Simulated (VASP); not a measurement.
# Cs2InAgCl6 (Fm-3m) in VASP: notebook

The runs below take Cs2InAgCl6 through single point, with LDA.

Program: VASP 6.6.1. These are calculated values, not measurements. Logs are shortened: lines on timing, memory, paths and dates and some standing lists are left out, and cuts for length are marked.

### 1 The cell of the first run

The structure is cubic, space group Fm-3m (No. 225). The conventional cell has a = 10.469 Å, b = 10.469 Å, c = 10.469 Å, α = 90.00°, β = 90.00°, γ = 90.00°. Within 4.9 Å of Cs (site symmetry -43m) lie 12 Cl at 3.70 Å and 4 In at 4.53 Å and 4 Ag at 4.53 Å. Within 3.3 Å of In (site symmetry m-3m) lie 6 Cl at 2.51 Å. Ag (site symmetry m-3m) has 6 Cl at 2.72 Å within 3.6 Å. Within 3.3 Å of Cl (site symmetry 4mm) lie 1 In at 2.51 Å and 1 Ag at 2.72 Å.

### 2 Single point, LDA

Input file INCAR:

```
PREC = Accurate
ENCUT = 500
EDIFF = 1E-6
ISMEAR = 0
SIGMA = 0.01
LREAL = False
LASPH = True
NELM = 120
ALGO = Normal
ISIF = 2
LWAVE = False
LCHARG = False
NBANDS = 53
GGA_COMPAT = False
```

Input file KPOINTS:

```
regular mesh
0
Gamma
  4 4 4
```

Input file POSCAR:

```
Cs2InAgCl6
1.0
    0.0000000000      5.2345000000      5.2345000000
    5.2345000000      0.0000000000      5.2345000000
    5.2345000000      5.2345000000      0.0000000000
Cs In Ag Cl
2 1 1 6
Direct
    0.2500000000      0.2500000000      0.2500000000
    0.7500000000      0.7500000000      0.7500000000
    0.0000000000      0.0000000000      0.0000000000
    0.5000000000      0.5000000000      0.5000000000
    0.7602100000      0.2397900000      0.2397900000
    0.2397900000      0.7602100000      0.2397900000
    0.2397900000      0.7602100000      0.7602100000
    0.7602100000      0.2397900000      0.7602100000
    0.2397900000      0.2397900000      0.7602100000
    0.7602100000      0.7602100000      0.2397900000
```

Potentials or basis: VASP PAW LDA potentials, release 64 (Cs_sv, In_d, Ag, Cl).

Started as:

```sh
$ cat potpaw_LDA.64/Cs_sv/POTCAR potpaw_LDA.64/In_d/POTCAR potpaw_LDA.64/Ag/POTCAR potpaw_LDA.64/Cl/POTCAR > POTCAR
$ mpirun -np 1 vasp_std > vasp.out
```

OUTCAR:

```text
PREC = Accurate
   ENCUT = 500
   EDIFF = 1E-6
   ISMEAR = 0
   LREAL = False
   LASPH = True
   NELM = 120
   ISIF = 2

 ion  position               nearest neighbor table
   1  0.250  0.250  0.250-
   2  0.750  0.750  0.750-
   3  0.000  0.000  0.000-   5 2.51   6 2.51   7 2.51   8 2.51   9 2.51  10 2.51
   4  0.500  0.500  0.500-   5 2.72   6 2.72   7 2.72   8 2.72   9 2.72  10 2.72
   5  0.760  0.240  0.240-   3 2.51   4 2.72
   6  0.240  0.760  0.240-   3 2.51   4 2.72
   7  0.240  0.760  0.760-   3 2.51   4 2.72
   8  0.760  0.240  0.760-   3 2.51   4 2.72
   9  0.240  0.240  0.760-   3 2.51   4 2.72
  10  0.760  0.760  0.240-   3 2.51   4 2.72

  LATTYP: Found a face centered cubic cell.
 ALAT       =    10.4690000000

  Lattice vectors:

 A1 = (   0.0000000000,   5.2345000000,   5.2345000000)
 A2 = (   5.2345000000,   0.0000000000,   5.2345000000)
 A3 = (   5.2345000000,   5.2345000000,   0.0000000000)

Analysis of symmetry for initial positions (statically):
=====================================================================
 Subroutine PRICEL returns:
 Original cell was already a primitive cell.

 Routine SETGRP: Setting up the symmetry group for a
 face centered cubic supercell.

 Subroutine GETGRP returns: Found 48 space group operations
 (whereof 48 operations were pure point group operations)
 out of a pool of 48 trial point group operations.

The static configuration has the point symmetry O_h .

Analysis of symmetry for dynamics (positions and initial velocities):
=====================================================================
 Subroutine PRICEL returns:
 Original cell was already a primitive cell.

 Routine SETGRP: Setting up the symmetry group for a
 face centered cubic supercell.

 Subroutine GETGRP returns: Found 48 space group operations
 (whereof 48 operations were pure point group operations)
 out of a pool of 48 trial point group operations.

The dynamic configuration has the point symmetry O_h .

 Subroutine INISYM returns: Found 48 space group operations
 (whereof 48 operations are pure point group operations),
 and found     1 'primitive' translations

----------------------------------------------------------------------------------------

                                     Primitive cell

  volume of cell :     286.8505

  direct lattice vectors                    reciprocal lattice vectors
     0.000000000  5.234500000  5.234500000    -0.095520107  0.095520107  0.095520107
     5.234500000  0.000000000  5.234500000     0.095520107 -0.095520107  0.095520107
     5.234500000  5.234500000  0.000000000     0.095520107  0.095520107 -0.095520107

  length of vectors
     7.402700892  7.402700892  7.402700892     0.165445678  0.165445678  0.165445678

  position of ions in fractional coordinates (direct lattice)
     0.250000000  0.250000000  0.250000000
     0.750000000  0.750000000  0.750000000
     0.000000000  0.000000000  0.000000000
     0.500000000  0.500000000  0.500000000
     0.760210000  0.239790000  0.239790000
     0.239790000  0.760210000  0.239790000
     0.239790000  0.760210000  0.760210000
     0.760210000  0.239790000  0.760210000
     0.239790000  0.239790000  0.760210000
     0.760210000  0.760210000  0.239790000

  ion indices of the primitive-cell ions
   primitive index   ion index
                 1           1
                 2           2
                 3           3
                 4           4
                 5           5
                 6           6
                 7           7
                 8           8
                 9           9
                10          10

----------------------------------------------------------------------------------------

 KPOINTS: regular mesh

Automatic generation of k-mesh.
 Grid dimensions read from file:
 generate k-points for:    4    4    4

 Generating k-lattice:

  Cartesian coordinates                     Fractional coordinates (reciprocal lattice)
    -0.023880027  0.023880027  0.023880027     0.250000000  0.000000000  0.000000000
     0.023880027 -0.023880027  0.023880027     0.000000000  0.250000000  0.000000000
     0.023880027  0.023880027 -0.023880027     0.000000000  0.000000000  0.250000000

  Length of vectors
     0.041361420  0.041361420  0.041361420

  Shift w.r.t. Gamma in fractional coordinates (k-lattice)
     0.000000000  0.000000000  0.000000000

 Subroutine IBZKPT returns following result:
 ===========================================

 Found      8 irreducible k-points:

 Following reciprocal coordinates:
            Coordinates               Weight
  0.000000  0.000000  0.000000      1.000000
  0.250000  0.000000  0.000000      8.000000
  0.500000  0.000000  0.000000      4.000000
  0.250000  0.250000  0.000000      6.000000
  0.500000  0.250000  0.000000     24.000000
 -0.250000  0.250000  0.000000     12.000000
  0.500000  0.500000  0.000000      3.000000
 -0.250000  0.500000  0.250000      6.000000
   k-points           NKPTS =      8   k-points in BZ     NKDIM =      8   number of bands    NBANDS=     53
   number of dos      NEDOS =    301   number of ions     NIONS =     10
   total plane-waves  NPLWV = 157464
   dimension x,y,z NGX =    54 NGY =   54 NGZ =   54
   dimension x,y,z NGXF=   108 NGYF=  108 NGZF=  108
   ions per type =               2   1   1   6
   NGX,Y,Z   is equivalent  to a cutoff of  12.13, 12.13, 12.13 a.u.
   NGXF,Y,Z  is equivalent  to a cutoff of  24.25, 24.25, 24.25 a.u.
 SYSTEM =  unknown system
   PREC   = accura    normal or accurate (medium, high low for compatibility)
   ISTART =      0    job   : 0-new  1-cont  2-samecut
   ICHARG =      2    charge: 1-file 2-atom 10-const
   ISPIN  =      1    spin polarized calculation?
   LNONCOLLINEAR =      F non collinear calculations
   LSORBIT =      F    spin-orbit coupling
   LASPH  =      T    aspherical Exc in radial PAW
   ENCUT  =  500.0 eV  36.75 Ry    6.06 a.u.  13.50 13.50 13.50*2*pi/ulx,y,z
   NELM   =    120;   NELMIN=  2; NELMDL= -5     # of ELM steps
   EDIFF  = 0.1E-05   stopping-criterion for ELM
   LREAL  =      F    real-space projection
   EDIFFG = 0.1E-04   stopping-criterion for IOM
   NSW    =      0    number of steps for IOM
   IBRION =     -1    ionic relax: 0-MD 1-quasi-New 2-CG
   NFREE  =      0    steps in history (QN), initial steepest desc. (CG)
   ISIF   =      2    stress and relaxation
   ISYM   =      2    0-nonsym 1-usesym 2-fastsym
   POTIM  = 0.5000    time-step for ionic-motion
   TEBEG  =    0.0;   TEEND  =   0.0 temperature during run
   PSTRESS=    0.0 pullay stress
   NELECT =      84.0000    total number of electrons
   NUPDOWN=      -1.0000    fix difference up-down
   EMIN   =  10.00;   EMAX   =-10.00  energy-range for DOS
   EFERMI =   0.00;   METHOD = LEGACY
   ISMEAR =     0;   SIGMA  =   0.01  broadening in eV -4-tet -1-fermi 0-gaus
   EFERMI_NEDOS =   21; number of points for ismear=-14 and -15
   IALGO  =     38    algorithm
   IMIX   =      4    mixing-type and parameters
     AMIX     =   0.40;   BMIX     =  1.00
     AMIX_MAG =   1.60;   BMIX_MAG =  1.00
  volume/ion in A,a.u.               =      28.69       193.58
  Fermi-wavevector in a.u.,A,eV,Ry     =   1.087133  2.054384 16.080160  1.181858
  Thomas-Fermi vector in A             =   2.223286
   LORBIT       =      0    0 simple, 1 ext, 2 COOP (PROOUT), +10 PAW based schemes
   GGA     = CA    functional components
   LHFCALC =     F    Hartree Fock is set to
   AEXX    =    0.0000 exact exchange contribution
   IVDW    =     0    specifies the selected vdW correction
   LEPSILON=     F    determine dielectric tensor
   LRPA    =     F    only Hartree local field effects (RPA)
 non-spin polarized calculation
 Gauss-broadening in eV      SIGMA  =   0.01
  energy-cutoff  :      500.00
  volume of cell :      286.85
 maximum number of plane-waves:      7391
 NGX is ok and might be reduce to    54
   NGX = 27   NGY = 27   NGZ = 27

 number of electron      84.0000021 magnetization

 Free energy of the ion-electron system (eV)
  ---------------------------------------------------
  ext. energy  EPLUGINS =         0.00000000
  ---------------------------------------------------
  free energy    TOTEN  =       -36.56471166 eV

  energy without entropy =      -36.56471166  energy(sigma->0) =      -36.56471166

 E-fermi :   1.1869     XC(G=0):  -9.0385

 val. band max:        1.1209259308   @ k =   0.0000   0.0000   0.0000
 cond. band min:       2.0595110073   @ k =   0.0000   0.0000   0.0000
 fundamental gap:      0.9385850765
 Fermi energy:         1.1869412511

 k-point     1 :       0.0000    0.0000    0.0000
  band No.  band energies     occupation
      1     -18.4533      2.00000
      2     -18.4325      2.00000
      3     -13.3363      2.00000
      4     -13.3363      2.00000
      5     -13.1435      2.00000
      6     -12.5665      2.00000
[... 45 lines left out ...]
     52       7.7251      0.00000
     53       7.7444      0.00000

 k-point     2 :       0.2500    0.0000    0.0000
  band No.  band energies     occupation
      1     -18.4495      2.00000
      2     -18.4349      2.00000
      3     -13.3431      2.00000
      4     -13.3431      2.00000
      5     -13.1024      2.00000
      6     -12.6367      2.00000
[... 45 lines left out ...]
     52       8.0596      0.00000
     53       8.1218      0.00000
[... 278 lines left out ...]
     52       8.4428      0.00000
     53       8.5459      0.00000

 k-point     8 :      -0.2500    0.5000    0.2500
  band No.  band energies     occupation
      1     -18.4410      2.00000
      2     -18.4410      2.00000
      3     -13.3843      2.00000
      4     -13.3446      2.00000
      5     -13.0292      2.00000
      6     -12.6056      2.00000
[... 45 lines left out ...]
     52       8.4078      0.00000
     53       8.5425      0.00000

------------------------ aborting loop because EDIFF is reached ----------------------------------------

  FORCE on cell =-STRESS in cart. coord.  units (eV):
  Direction    XX          YY          ZZ          XY          YZ          ZX
  --------------------------------------------------------------------------------------
  -------------------------------------------------------------------------------------
  Total       -3.9023598     -3.9023598     -3.9023598      0.0000000      0.0000000     -0.0000000
  in kB      -21.7962750    -21.7962750    -21.7962750      0.0000000      0.0000000     -0.0000000
  external PRESSURE =     -21.7962750 kB  Pullay stress =       0.0000000 kB

 VOLUME and BASIS-vectors are now :
 -----------------------------------------------------------------------------
  energy-cutoff  :      500.00
  volume of cell :      286.85
      direct lattice vectors                 reciprocal lattice vectors
     0.000000000  5.234500000  5.234500000    -0.095520107  0.095520107  0.095520107
     5.234500000  0.000000000  5.234500000     0.095520107 -0.095520107  0.095520107
     5.234500000  5.234500000  0.000000000     0.095520107  0.095520107 -0.095520107

 POSITION                                       TOTAL-FORCE (eV/Angst)
 -----------------------------------------------------------------------------------
      2.61725      2.61725      2.61725        -0.000000      0.000000     -0.000000
      7.85175      7.85175      7.85175        -0.000000     -0.000000     -0.000000
      0.00000      0.00000      0.00000        -0.000000     -0.000000     -0.000000
      5.23450      5.23450      5.23450        -0.000000     -0.000000     -0.000000
      2.51036      5.23450      5.23450         0.313881     -0.000000     -0.000000
      5.23450      2.51036      5.23450        -0.000000      0.313881     -0.000000
      7.95864      5.23450      5.23450        -0.313881     -0.000000     -0.000000
      5.23450      7.95864      5.23450        -0.000000     -0.313881     -0.000000
      5.23450      5.23450      2.51036        -0.000000     -0.000000      0.313881
      5.23450      5.23450      7.95864        -0.000000     -0.000000     -0.313881
 -----------------------------------------------------------------------------------
    total drift:                                0.000000      0.000000     -0.000000

  FREE ENERGIE OF THE ION-ELECTRON SYSTEM (eV)
  ---------------------------------------------------
  free  energy   TOTEN  =       -36.5647116570 eV

  energy  without entropy=      -36.5647116570  energy(sigma->0) =      -36.56471166
```

It took 78 s on 1 thread of Intel Xeon 6975P-C (Granite Rapids), shared host; peak memory 0.38 GiB.

What came out:

| Property | Result |
| --- | --- |
| Free energy | -36.5647 eV |
| Pressure | -2.2 GPa |
| Largest force | 0.314 eV/Å |
| Band gap on the k mesh | 0.94 eV |

Forces in eV/Å, atoms in the order of the input:
```
Cs   0.000  0.000  0.000
Cs   0.000  0.000  0.000
In   0.000  0.000  0.000
Ag   0.000  0.000  0.000
Cl   0.314  0.000  0.000
Cl   0.000  0.314  0.000
Cl  -0.314  0.000  0.000
Cl   0.000 -0.314  0.000
Cl   0.000  0.000  0.314
Cl   0.000  0.000 -0.314
```

Levels at points of the mesh, in eV from the valence-band top:
| k point | band 39 | band 40 | band 41 | band 42 | band 43 | band 44 | band 45 | band 46 |
| --- | --- | --- | --- | --- | --- | --- | --- | --- |
| (0.00, 0.00, 0.00) | -0.88 | -0.88 | 0.00 | 0.00 | 0.94 | 4.88 | 5.03 | 5.03 |
| (0.50, 0.00, 0.00) | -1.09 | -1.09 | -0.57 | -0.57 | 2.84 | 3.66 | 6.12 | 6.34 |
| (0.50, 0.50, 0.00) | -0.96 | -0.96 | -0.90 | 0.00 | 3.50 | 5.48 | 6.24 | 6.30 |

Caveat: spin-orbit coupling is left out, which moves the levels of the heavy elements. As with any semilocal functional, this LDA gap is likely too small.

[end of part 1 of 2]
